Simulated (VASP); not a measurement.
Crystal: HfN.

```
Hf N
1.0
     0.00000    2.25900    2.25900
     2.25900    0.00000    2.25900
     2.25900    2.25900    0.00000
Hf N
1 1
Direct
  0.00000 0.00000 0.00000
  0.50000 0.50000 0.50000
```

Base run:

```yaml
Program: VASP 6.6.1
Functional: PBEsol
Potentials_or_basis: VASP PAW PBE potentials, release 64 (Hf_pv, N)
Cutoff: 520 eV
k_mesh: 18 × 18 × 18
Occupations: fermi-dirac, width 0.05 eV
Spin: no spin polarisation
```

Its results: pressure -5.2 GPa.

**Question.** The run is repeated on the same cell with these changes: functional from PBEsol to LDA; potentials or basis from VASP PAW PBE potentials, release 64 (Hf_pv, N) to VASP PAW LDA potentials, release 64 (Hf_pv, N). What comes out?

**Answer.** Pressure -10.6 GPa.

Caveats: the PAW data sets were made with another functional, which shifts forces and pressure a little (some runs).
